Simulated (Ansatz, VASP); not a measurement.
## MgTlF4 in VASP and in Ansatz

```xyz
6
Lattice="3.4723 0.0000 0.0000 -1.7362 3.0071 0.0000 0.0000 0.0000 7.5002" Properties=species:S:1:pos:R:3 pbc="T T T"
Mg    0.0000    0.0000    0.0000
Tl    0.0000    0.0000    3.7501
F     0.0000    2.0048    1.8751
F     0.0000    2.0048    5.6252
F     1.7362    1.0024    1.8751
F     1.7362    1.0024    5.6252
```

Alike in both runs: task relaxation of cell and atoms; functional PBE; k mesh 6 × 6 × 2; occupations gaussian, width 0.1 eV; no spin polarisation.

```csv
,VASP,Ansatz
version,VASP 6.6.1,Ansatz 0.2.0
potentials or method,"VASP PAW PBE potentials, release 64 (Mg, Tl_d, F), cutoff 600 eV","scalar-relativistic, plane waves, PAW"
valence electrons in the cell,43,51
```

```tsv
	VASP	Ansatz	Ansatz less VASP
gap on the k mesh at the Fermi level, each at its own relaxed structure (eV)	none	none	-
relaxed volume (Å³/atom)	13.89	14.02	+0.129
relaxed cell length with the largest relative difference (Å)	6.576	6.600	+0.0240
```

A gap of «none» marks a metal or a gap that the smearing closes. VASP's potentials hold 43 valence electrons a cell and Ansatz's 51, so a difference there can come from the potentials and not from the codes.

The k mesh is coarse, so the values compare programs but aren't converged. Neither program's run includes spin-orbit coupling.
